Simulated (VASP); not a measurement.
Here is a VASP 6.6.1 calculation.

File INCAR:

```
SYSTEM = Be2Se
PREC = Accurate
ENCUT = 520
EDIFF = 1E-6
ISMEAR = 0
SIGMA = 0.2
LREAL = .False.
LASPH = .True.
NELM = 60
ALGO = Normal
ISIF = 2
LWAVE = .False.
LCHARG = .False.
GGA = PE
NBANDS = 25
```

File KPOINTS:

```
Automatic mesh
0
Gamma
  5 5 2
  0 0 0
```

POSCAR

```
Be2Se
1.0
    3.4646453002      0.0000000000      0.0000000000
    0.0000000000      3.4646453002      0.0000000000
    0.0000000000      0.0000000000     11.3075687367
Be Se
6 3
Direct
    0.5000000000      0.0000000000      0.6430645695
    0.0000000000      0.0000000000      0.5000000000
    0.0000000000      0.5000000000      0.3569354305
    0.5000000000      0.5000000000      0.5000000000
    0.5000000000      0.0000000000      0.1190303606
    0.0000000000      0.5000000000      0.8809696394
    0.5000000000      0.5000000000      0.7612813433
    0.5000000000      0.5000000000      0.2387186567
    0.0000000000      0.0000000000      0.0000000000
```

Potentials or basis: VASP PAW PBE potentials, release 64 (Be, Se).

Launch:

```sh
$ cat potpaw_PBE.64/Be/POTCAR potpaw_PBE.64/Se/POTCAR > POTCAR
$ mpirun -np 1 vasp_std > vasp.out
```

Task: What does it give for the pressure?

Result: 0.0 GPa.

Task: Predict the largest force.

Result: 0.026 eV/Å.

Task: Predict the band gap on the k mesh.

Result: Zero (band 15 reaches 5.50 eV, above the bottom of band 16 at 4.00 eV).

Stress tensor (GPa, compression positive):
```
 0.09  0.00  0.00
 0.00  0.09  0.00
 0.00  0.00 -0.10
```

Caveat: the k points lie up to 0.36 Å⁻¹ apart.
